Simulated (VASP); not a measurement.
# TaN (P-3m1) in VASP: a series of runs

TaN is run at these levels: PBE; tasks: single point.

Everything below comes from runs of VASP 6.6.1. Logs are shortened: lines on timing, memory, paths and dates and some standing lists are left out, and cuts for length are marked.

### 1 The cell of the first run

Symmetry: P-3m1, No. 164, trigonal system. The conventional cell has a = 3.006 Å, b = 3.006 Å, c = 19.267 Å, α = 90.00°, β = 90.00°, γ = 120.00°. Within 3.1 Å of Ta (site symmetry 3m) lie 6 N at 2.23 Å and 6 Ta at 3.01 Å. Ta (site symmetry 3m) has 6 N at 2.20 to 2.23 Å and 6 Ta at 3.01 Å within 3.1 Å. Within 3.3 Å of Ta (site symmetry 3m) lie 6 N at 2.19 to 2.26 Å and 12 Ta at 3.01 to 3.28 Å. Within 3.2 Å of Ta (site symmetry -3m) lie 6 N at 2.17 Å and 12 Ta at 3.01 to 3.16 Å. N (site symmetry -3m) has 6 Ta at 2.23 Å and 8 N at 2.80 to 3.01 Å within 3.1 Å. N (site symmetry 3m) has 6 Ta at 2.23 Å and 8 N at 2.75 to 3.01 Å within 3.1 Å. Within 3.1 Å of N (site symmetry 3m) lie 6 Ta at 2.20 to 2.26 Å and 7 N at 2.75 to 3.01 Å. Within 3.3 Å of N (site symmetry 3m) lie 6 Ta at 2.17 to 2.19 Å and 12 N at 3.01 to 3.27 Å.

### 2 Single point, PBE

INCAR

```
  PREC = Accurate
  ENCUT = 520
  EDIFF = 1E-7
  ISMEAR = 0
  SIGMA = 0.1
  LREAL = F
  LASPH = T
  NELM = 80
  ALGO = Fast
  ISIF = 2
  LWAVE = F
  LCHARG = T
  GGA = PE
  LELF = T
  LVHAR = T
  NBANDS = 69
```

KPOINTS

```
Automatic mesh
0
Gamma
  12 12 3
```

POSCAR

```
TaN
1.0
    3.0056310339      0.0000000000      0.0000000000
   -1.5028155170      2.6029528297      0.0000000000
    0.0000000000      0.0000000000     19.2666614096
Ta N
7 7
Direct
    0.0000000000      0.0000000000     -0.0011612732
    0.3333333333      0.6666666667      0.1440184161
    0.0000000000      0.0000000000      0.2894916506
    0.3333333333      0.6666666667      0.4341789865
    0.6666666667      0.3333333333      0.5714285714
    0.0000000000      0.0000000000      0.7086781564
    0.3333333333      0.6666666667      0.8533654923
    0.6666666667      0.3333333333      0.0714285714
    0.6666666667      0.3333333333      0.2165350862
    0.6666666667      0.3333333333      0.3593609815
    0.0000000000      0.0000000000      0.5033807540
    0.3333333333      0.6666666667      0.6394763889
    0.6666666667      0.3333333333      0.7834961613
    0.6666666667      0.3333333333      0.9263220566
```

Potentials or basis: VASP PAW PBE potentials, release 64 (Ta_pv, N).

The run is started by

```sh
$ cat potpaw_PBE.64/Ta_pv/POTCAR potpaw_PBE.64/N/POTCAR > POTCAR
$ mpirun -np 1 vasp_std > vasp.out
```

OUTCAR:

```text
PREC = Accurate
   ENCUT = 520
   EDIFF = 1E-7
   ISMEAR = 0
   LREAL = F
   LASPH = T
   NELM = 80
   ISIF = 2
   GGA = PE

 ion  position               nearest neighbor table
   1  0.000  0.000  0.999-  14 2.23  14 2.23  14 2.23   8 2.23   8 2.23   8 2.23   2 3.29   2 3.29
                             2 3.29   7 3.30   7 3.30   7 3.30
   2  0.333  0.667  0.144-   9 2.23   9 2.23   9 2.23   8 2.23   8 2.23   8 2.23   1 3.29   1 3.29
                             1 3.29   3 3.30   3 3.30   3 3.30
   3  0.000  0.000  0.289-  10 2.20  10 2.20  10 2.20   9 2.23   9 2.23   9 2.23   4 3.28   4 3.28
                             4 3.28   2 3.30   2 3.30   2 3.30
   4  0.333  0.667  0.434-  11 2.19  11 2.19  11 2.19  10 2.26  10 2.26  10 2.26   5 3.16   5 3.16
                             5 3.16   3 3.28   3 3.28   3 3.28
   5  0.667  0.333  0.571-  11 2.17  11 2.17  11 2.17  12 2.17  12 2.17  12 2.17   4 3.16   4 3.16
                             4 3.16   6 3.16   6 3.16   6 3.16
   6  0.000  0.000  0.709-  12 2.19  12 2.19  12 2.19  13 2.26  13 2.26  13 2.26   5 3.16   5 3.16
                             5 3.16   7 3.28   7 3.28   7 3.28
   7  0.333  0.667  0.853-  13 2.20  13 2.20  13 2.20  14 2.23  14 2.23  14 2.23   6 3.28   6 3.28
                             6 3.28   1 3.30   1 3.30   1 3.30
   8  0.667  0.333  0.071-   1 2.23   1 2.23   1 2.23   2 2.23   2 2.23   2 2.23
   9  0.667  0.333  0.217-   2 2.23   2 2.23   2 2.23   3 2.23   3 2.23   3 2.23
  10  0.667  0.333  0.359-   3 2.20   3 2.20   3 2.20   4 2.26   4 2.26   4 2.26
  11  0.000  0.000  0.503-   5 2.17   5 2.17   5 2.17   4 2.19   4 2.19   4 2.19
  12  0.333  0.667  0.639-   5 2.17   5 2.17   5 2.17   6 2.19   6 2.19   6 2.19
  13  0.667  0.333  0.783-   7 2.20   7 2.20   7 2.20   6 2.26   6 2.26   6 2.26
  14  0.667  0.333  0.926-   1 2.23   1 2.23   1 2.23   7 2.23   7 2.23   7 2.23

  LATTYP: Found a hexagonal cell.
 ALAT       =     3.0056310339
 C/A-ratio  =     6.4101884737

  Lattice vectors:

 A1 = (   3.0056310339,   0.0000000000,   0.0000000000)
 A2 = (  -1.5028155170,   2.6029528297,   0.0000000000)
 A3 = (   0.0000000000,   0.0000000000,  19.2666614096)

Analysis of symmetry for initial positions (statically):
=====================================================================
 Subroutine PRICEL returns:
 Original cell was already a primitive cell.

 Routine SETGRP: Setting up the symmetry group for a
 hexagonal supercell.

 Subroutine GETGRP returns: Found 12 space group operations
 (whereof  6 operations were pure point group operations)
 out of a pool of 24 trial point group operations.

The static configuration has the point symmetry C_3v.
 The point group associated with its full space group is D_3d.

[... 158 lines left out ...]
  volume/ion in A,a.u.               =      10.77        72.66
  Fermi-wavevector in a.u.,A,eV,Ry     =   1.482784  2.802056 29.914446  2.198650
  Thomas-Fermi vector in A             =   2.596527
   LORBIT       =      0    0 simple, 1 ext, 2 COOP (PROOUT), +10 PAW based schemes
   GGA     = PE    functional components
   LHFCALC =     F    Hartree Fock is set to
   AEXX    =    0.0000 exact exchange contribution
   IVDW    =     0    specifies the selected vdW correction
   LEPSILON=     F    determine dielectric tensor
   LRPA    =     F    only Hartree local field effects (RPA)
 non-spin polarized calculation
 RMM-DIIS sequential band-by-band and
 Gauss-broadening in eV      SIGMA  =   0.10
  energy-cutoff  :      520.00
  volume of cell :      150.73
 maximum number of plane-waves:      4107
 NGX is ok and might be reduce to    24
   NGX = 11   NGY = 11   NGZ = 71

 number of electron     111.9999998 magnetization

 Free energy of the ion-electron system (eV)
  ---------------------------------------------------
  ext. energy  EPLUGINS =         0.00000000
  ---------------------------------------------------
  free energy    TOTEN  =      -154.17034181 eV

  energy without entropy =     -154.15202722  energy(sigma->0) =     -154.16118452

 E-fermi :   9.1523     XC(G=0): -13.3676

 val. band max:        9.1397066845   @ k =   0.1667   0.0833   0.0000
 cond. band min:       9.1916770532   @ k =   0.5000   0.0000   0.0000
 fundamental gap:      0.0519703687
 Fermi energy:         9.1523483526

 k-point     1 :       0.0000    0.0000    0.0000
  band No.  band energies     occupation
      1     -27.4362      2.00000
      2     -27.1588      2.00000
      3     -27.0317      2.00000
      4     -26.9991      2.00000
      5     -26.7708      2.00000
      6     -26.7537      2.00000
[... 1693 lines left out ...]
     67      10.6527      0.00000
     68      10.8429      0.00000

 [... further k-points ...]

 [bands above 68 left out]

------------------------ aborting loop because EDIFF is reached ----------------------------------------

  FORCE on cell =-STRESS in cart. coord.  units (eV):
  Direction    XX          YY          ZZ          XY          YZ          ZX
  --------------------------------------------------------------------------------------
  -------------------------------------------------------------------------------------
  Total        0.7025991      0.7025991      0.8571133     -0.0000000      0.0000000     -0.0000000
  in kB        7.4680929      7.4680929      9.1104612     -0.0000000      0.0000000     -0.0000000
  external PRESSURE =       8.0155490 kB  Pullay stress =       0.0000000 kB

 VOLUME and BASIS-vectors are now :
 -----------------------------------------------------------------------------
  energy-cutoff  :      520.00
  volume of cell :      150.73
      direct lattice vectors                 reciprocal lattice vectors
     3.005631034  0.000000000  0.000000000     0.332708835  0.192089536  0.000000000
    -1.502815517  2.602952830  0.000000000     0.000000000  0.384179071  0.000000000
     0.000000000  0.000000000 19.266661410     0.000000000  0.000000000  0.051903128

 POSITION                                       TOTAL-FORCE (eV/Angst)
 -----------------------------------------------------------------------------------
      0.00000      0.00000     19.24429        -0.000000     -0.000000     -0.002573
     -0.00000      1.73530      2.77475         0.000000     -0.000000      0.002573
      0.00000      0.00000      5.57754        -0.000000      0.000000     -0.002334
     -0.00000      1.73530      8.36518         0.000000     -0.000000     -0.009617
      1.50282      0.86765     11.00952         0.000000     -0.000000      0.000000
      0.00000      0.00000     13.65386        -0.000000      0.000000      0.009617
     -0.00000      1.73530     16.44150        -0.000000     -0.000000      0.002334
      1.50282      0.86765      1.37619         0.000000     -0.000000      0.000000
      1.50282      0.86765      4.17191        -0.000000      0.000000     -0.001618
      1.50282      0.86765      6.92369        -0.000000      0.000000      0.006703
      0.00000      0.00000      9.69847         0.000000     -0.000000     -0.006469
     -0.00000      1.73530     12.32058        -0.000000      0.000000      0.006469
      1.50282      0.86765     15.09536         0.000000     -0.000000     -0.006703
      1.50282      0.86765     17.84713         0.000000     -0.000000      0.001618
 -----------------------------------------------------------------------------------
    total drift:                               -0.000000      0.000000      0.000024

  FREE ENERGIE OF THE ION-ELECTRON SYSTEM (eV)
  ---------------------------------------------------
  free  energy   TOTEN  =      -154.1703418150 eV

  energy  without entropy=     -154.1520272169  energy(sigma->0) =     -154.16118452
```

OSZICAR:

```text
N       E                     dE             d eps       ncg     rms          rms(c)
DAV:   1     0.117741505993E+04    0.11774E+04   -0.60722E+04  6948   0.173E+03
DAV:   2    -0.705732497925E+02   -0.12480E+04   -0.12019E+04  7527   0.518E+02
DAV:   3    -0.171428902550E+03   -0.10086E+03   -0.98417E+02  8232   0.135E+02
[... 24 lines left out ...]
RMM:  28    -0.154170341252E+03   -0.30386E-06   -0.30261E-06  3678   0.399E-04    0.627E-05
RMM:  29    -0.154170341493E+03   -0.24010E-06   -0.23725E-06  3368   0.355E-04    0.879E-05
RMM:  30    -0.154170341634E+03   -0.14116E-06   -0.14188E-06  2577   0.268E-04    0.106E-04
RMM:  31    -0.154170341746E+03   -0.11180E-06   -0.11268E-06  2514   0.249E-04    0.934E-05
RMM:  32    -0.154170341815E+03   -0.69442E-07   -0.70718E-07  2489   0.240E-04
   1 F= -.15417034E+03 E0= -.15416118E+03  d E =-.183146E-01
```

It took 34 min on 1 thread of Oxide Virtual Turin-like, shared host; peak memory 0.48 GiB.

Results:

```
Free energy            : -154.1703 eV
Pressure               : 0.8 GPa
Largest force          : 0.010 eV/Å
Band gap on the k mesh : zero (bands 56 and 57 overlap by 1.24 eV)
```

Forces in eV/Å, atoms in the order of the input:
```
Ta   0.000  0.000 -0.003
Ta   0.000  0.000  0.003
Ta   0.000  0.000 -0.002
Ta   0.000  0.000 -0.010
Ta   0.000  0.000  0.000
Ta   0.000  0.000  0.010
Ta   0.000  0.000  0.002
N    0.000  0.000  0.000
N    0.000  0.000 -0.002
N    0.000  0.000  0.007
N    0.000  0.000 -0.006
N    0.000  0.000  0.006
N    0.000  0.000 -0.007
N    0.000  0.000  0.002
```

Stress tensor (GPa, compression positive):
```
0.75 0.00 0.00
0.00 0.75 0.00
0.00 0.00 0.91
```

Levels at points of the mesh, in eV from the Fermi level:
```csv
k point,band 54,band 55,band 56,band 57,band 58,band 59
"(0.00, 0.00, 0.00)",-1.42,-0.52,-0.52,-0.43,-0.43,-0.11
"(0.50, 0.00, 0.00)",-1.46,0.04,0.04,1.95,2.12,2.71
```

Caveat: spin-orbit coupling is left out, which moves the levels of the heavy elements.

### 3 Single point, PBE

INCAR

```
SYSTEM = TaN
PREC = Accurate
ENCUT = 520
EDIFF = 1E-6
ISMEAR = 0
SIGMA = 0.1
LREAL = .FALSE.
LASPH = .TRUE.
NELM = 80
ALGO = Fast
ISIF = 2
LWAVE = .FALSE.
LCHARG = .TRUE.
GGA = PE
LELF = .TRUE.
LVHAR = .TRUE.
NBANDS = 69
```

KPOINTS

```
regular mesh
0
G
  12 12 3
  0 0 0
```

POSCAR

```
TaN
1.0
    2.9878201347      0.0000000000      0.0000000000
   -1.4939100674      2.5875281385      0.0000000000
    0.0000000000      0.0000000000     19.5164134404
Ta N
7 7
Direct
    0.0000000000      0.0000000000      0.0023360812
    0.3333333333      0.6666666667      0.1405210616
    0.6666666667      0.3333333333      0.2840213466
    0.3333333333      0.6666666667      0.4282949373
    0.6666666667      0.3333333333      0.5714285714
    0.0000000000      0.0000000000      0.7145622056
    0.6666666667      0.3333333333      0.8588357962
    0.6666666667      0.3333333333      0.0714285714
    0.0000000000      0.0000000000      0.2145365957
    0.0000000000      0.0000000000      0.3559510982
    0.0000000000      0.0000000000      0.4969860975
    0.3333333333      0.6666666667      0.6458710454
    0.3333333333      0.6666666667      0.7869060446
    0.3333333333      0.6666666667      0.9283205472
```

Potentials or basis: VASP PAW PBE potentials, release 64 (Ta_pv, N).

The run is started by

```sh
$ cat potpaw_PBE.64/Ta_pv/POTCAR potpaw_PBE.64/N/POTCAR > POTCAR
$ mpirun -np 1 vasp_std > vasp.out
```

OUTCAR:

```text
SYSTEM = TaN
   PREC = Accurate
   ENCUT = 520
   EDIFF = 1E-6
   ISMEAR = 0
   LREAL = .FALSE.
   LASPH = .TRUE.
   NELM = 80
   ISIF = 2
   GGA = PE

 ion  position               nearest neighbor table
   1  0.000  0.000  0.002-   8 2.19   8 2.19   8 2.19  14 2.25  14 2.25  14 2.25   2 3.20   2 3.20
                             2 3.20   7 3.29   7 3.29   7 3.29
   2  0.333  0.667  0.141-   8 2.19   8 2.19   8 2.19   9 2.25   9 2.25   9 2.25   1 3.20   1 3.20
                             1 3.20   3 3.29   3 3.29   3 3.29
   3  0.667  0.333  0.284-   9 2.19   9 2.19   9 2.19  10 2.22  10 2.22  10 2.22   2 3.29   2 3.29
                             2 3.29   4 3.30   4 3.30   4 3.30
   4  0.333  0.667  0.428-  11 2.18  11 2.18  11 2.18  10 2.23  10 2.23  10 2.23   5 3.28   5 3.28
                             5 3.28   3 3.30   3 3.30   3 3.30
   5  0.667  0.333  0.571-  11 2.26  11 2.26  11 2.26  12 2.26  12 2.26  12 2.26   4 3.28   4 3.28
                             4 3.28   6 3.28   6 3.28   6 3.28
   6  0.000  0.000  0.715-  12 2.18  12 2.18  12 2.18  13 2.23  13 2.23  13 2.23   5 3.28   5 3.28
                             5 3.28   7 3.30   7 3.30   7 3.30
[... 1939 lines left out ...]
  FORCE on cell =-STRESS in cart. coord.  units (eV):
  Direction    XX          YY          ZZ          XY          YZ          ZX
  --------------------------------------------------------------------------------------
  -------------------------------------------------------------------------------------
  Total        0.6610000      0.6610000      0.8497097     -0.0000000      0.0000000     -0.0000000
  in kB        7.0189561      7.0189561      9.0228059     -0.0000000      0.0000000     -0.0000000
  external PRESSURE =       7.6869060 kB  Pullay stress =       0.0000000 kB

 VOLUME and BASIS-vectors are now :
 -----------------------------------------------------------------------------
  energy-cutoff  :      520.00
  volume of cell :      150.88
      direct lattice vectors                 reciprocal lattice vectors
     2.987820135  0.000000000  0.000000000     0.334692169  0.193234614  0.000000000
    -1.493910067  2.587528139  0.000000000     0.000000000  0.386469227  0.000000000
     0.000000000  0.000000000 19.516413440     0.000000000  0.000000000  0.051238923

 POSITION                                       TOTAL-FORCE (eV/Angst)
 -----------------------------------------------------------------------------------
      0.00000      0.00000      0.04559         0.000000     -0.000000     -0.002239
     -0.00000      1.72502      2.74247        -0.000000      0.000000      0.002239
      1.49391      0.86251      5.54308         0.000000     -0.000000      0.002369
     -0.00000      1.72502      8.35878        -0.000000      0.000000     -0.000323
      1.49391      0.86251     11.15224        -0.000000     -0.000000      0.000000
      0.00000      0.00000     13.94569         0.000000     -0.000000      0.000323
      1.49391      0.86251     16.76139        -0.000000     -0.000000     -0.002369
      1.49391      0.86251      1.39403        -0.000000      0.000000      0.000000
      0.00000      0.00000      4.18698        -0.000000      0.000000     -0.004932
      0.00000      0.00000      6.94689        -0.000000     -0.000000     -0.000850
      0.00000      0.00000      9.69939        -0.000000     -0.000000      0.009885
     -0.00000      1.72502     12.60509         0.000000     -0.000000     -0.009885
     -0.00000      1.72502     15.35758         0.000000      0.000000      0.000850
     -0.00000      1.72502     18.11749         0.000000     -0.000000      0.004932
 -----------------------------------------------------------------------------------
    total drift:                                0.000000     -0.000000      0.000021

  FREE ENERGIE OF THE ION-ELECTRON SYSTEM (eV)
  ---------------------------------------------------
  free  energy   TOTEN  =      -154.0092835264 eV

  energy  without entropy=     -153.9774447480  energy(sigma->0) =     -153.99336414
```

OSZICAR:

```text
N       E                     dE             d eps       ncg     rms          rms(c)
DAV:   1     0.117759630898E+04    0.11776E+04   -0.60785E+04  6900   0.173E+03
DAV:   2    -0.714100689497E+02   -0.12490E+04   -0.12028E+04  7595   0.518E+02
DAV:   3    -0.171150022539E+03   -0.99740E+02   -0.97371E+02  8124   0.135E+02
[... 17 lines left out ...]
RMM:  21    -0.154009275918E+03   -0.53914E-05   -0.54018E-05  5279   0.301E-03    0.766E-04
RMM:  22    -0.154009279658E+03   -0.37397E-05   -0.37422E-05  4393   0.180E-03    0.411E-04
RMM:  23    -0.154009281349E+03   -0.16911E-05   -0.16904E-05  3903   0.149E-03    0.218E-04
RMM:  24    -0.154009282719E+03   -0.13699E-05   -0.13768E-05  2890   0.111E-03    0.119E-04
RMM:  25    -0.154009283526E+03   -0.80752E-06   -0.80654E-06  2833   0.104E-03
   1 F= -.15400928E+03 E0= -.15399336E+03  d E =-.318388E-01
```

stdout:

```text
POSCAR found type information on POSCAR TaN
 POSCAR found :  2 types and      14 ions
 scaLAPACK will be used
 LDA part: xc-table for (Slater+PW92), standard interpolation
 POSCAR, INCAR and KPOINTS ok, starting setup
 FFT: planning ... GRIDC
 FFT: planning ... GRID_SOFT
 FFT: planning ... GRID
 WAVECAR not read
 entering main loop
```

It took 34 min on 1 thread of Oxide Virtual Turin-like, shared host; peak memory 0.5 GiB.

What came out:

| Quantity | Value |
| --- | --- |
| Free energy | -154.0093 eV |
| Pressure | 0.8 GPa |
| Largest force | 0.010 eV/Å |
| Band gap on the k mesh | zero (bands 56 and 57 overlap by 0.75 eV) |

Forces on the atoms (eV/Å):
```
Ta   0.000  0.000 -0.002
Ta   0.000  0.000  0.002
Ta   0.000  0.000  0.002
Ta   0.000  0.000  0.000
Ta   0.000  0.000  0.000
Ta   0.000  0.000  0.000
Ta   0.000  0.000 -0.002
N    0.000  0.000  0.000
N    0.000  0.000 -0.005
N    0.000  0.000 -0.001
N    0.000  0.000  0.010
N    0.000  0.000 -0.010
N    0.000  0.000  0.001
N    0.000  0.000  0.005
```

Levels at points of the mesh, in eV from the Fermi level:
| k point | band 52 | band 53 | band 54 | band 55 | band 56 | band 57 | band 58 | band 59 | band 60 | band 61 |
| --- | --- | --- | --- | --- | --- | --- | --- | --- | --- | --- |
| (0.00, 0.00, 0.00) | -1.36 | -1.28 | -1.28 | -0.65 | -0.65 | -0.14 | -0.11 | -0.11 | -0.08 | 0.41 |
| (0.50, 0.00, 0.00) | -2.90 | -1.71 | -1.53 | -0.11 | -0.08 | 2.13 | 2.31 | 2.40 | 2.62 | 3.08 |

Caveat: spin-orbit coupling is left out, which moves the levels of the heavy elements.

The gap in the log of VASP goes by the Fermi energy; the results here count the filled bands.